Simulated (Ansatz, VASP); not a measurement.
## Al2Cu: VASP beside Ansatz

Contents of POSCAR:

```
Al2Cu
1.0
    4.1051820000      0.0000000000      0.0000000000
    0.0000000000      4.1051820000      0.0000000000
    0.0000000000      0.0000000000      2.8913130000
Al Cu
2 1
Direct
    0.5000000000      0.0000000000      0.5000000000
    0.0000000000      0.5000000000      0.5000000000
    0.0000000000      0.0000000000      0.0000000000
```

Contents of INCAR.step1:

```
SYSTEM = Al2Cu
PREC     = Accurate       ! precision mode
ENCUT    = 520            ! plane-wave cutoff, eV
ISMEAR   = 1              ! smearing method
SIGMA    = 0.05           ! smearing width, eV
LREAL    = .False.        ! projectors in reciprocal space
LASPH    = .True.         ! aspherical terms in the spheres
NELM     = 80             ! most SCF steps
NBANDS   = 16             ! bands
GGA      = PE             ! functional
ALGO     = Normal         ! electronic algorithm
EDIFF    = 1E-4           ! SCF threshold, eV
LWAVE    = .True.         ! write WAVECAR
LCHARG   = .False.        ! write CHGCAR
```

Contents of INCAR.step2:

```
SYSTEM = Al2Cu
PREC     = Accurate       ! precision mode
ENCUT    = 520            ! plane-wave cutoff, eV
EDIFF    = 1E-6           ! SCF threshold, eV
ISMEAR   = 1              ! smearing method
SIGMA    = 0.05           ! smearing width, eV
LREAL    = .False.        ! projectors in reciprocal space
LASPH    = .True.         ! aspherical terms in the spheres
NELM     = 80             ! most SCF steps
ALGO     = Normal         ! electronic algorithm
ISIF     = 2              ! what is computed and relaxed
LWAVE    = .False.        ! write WAVECAR
LCHARG   = .False.        ! write CHGCAR
METAGGA  = R2SCAN         ! meta-GGA
LMIXTAU  = .True.       
NBANDS   = 16             ! bands
ISTART   = 1
```

Contents of KPOINTS:

```
Automatic mesh
0
Gamma
  10 10 14
  0 0 0
```

Input for Ansatz:

```yaml
crystal:
  lattice:
    - [4.105182, 0.0, 0.0]
    - [0.0, 4.105182, 0.0]
    - [0.0, 0.0, 2.891313]
  atoms:
    - { symbol: Al, position: [0.5, 0.0, 0.5] }
    - { symbol: Al, position: [0.0, 0.5, 0.5] }
    - { symbol: Cu, position: [0.0, 0.0, 0.0] }
basis:
  ecutwfc: 500
kpoints:
  mp_grid: { grid: [10, 10, 14] }
hamiltonian:
  xc: r2scan
scf:
  occupations: { method: cold, width: 0.05 }
output:
  forces: true
  stress: true
  eigenvalues: true
```

Alike in both runs: task single point; functional r2SCAN; k mesh 10 × 10 × 14; no spin polarisation.

|  | VASP | Ansatz |
| --- | --- | --- |
| version | VASP 6.6.1 | Ansatz 0.2.0 |
| potentials or method | VASP PAW PBE potentials, release 64 (Al, Cu), cutoff 520 eV | scalar-relativistic, plane waves, PAW |
| occupations | methfessel-paxton of order 1, width 0.05 eV | cold, width 0.05 eV |
| valence electrons in the cell | 17 | 25 |

```csv
,VASP,Ansatz,Ansatz less VASP
gap on the k mesh at the Fermi level (eV),none,none,-
pressure (GPa),-2.3,-2.1,+0.16
"traceless stress, the component that is largest in VASP (GPa)",-0.53,-0.57,-0.038
```

VASP's potentials were made for PBE, not for r2SCAN. A gap of «none» marks a metal or a gap that the smearing closes. VASP's potentials hold 17 valence electrons a cell and Ansatz's 25, so a difference there can come from the potentials and not from the codes.
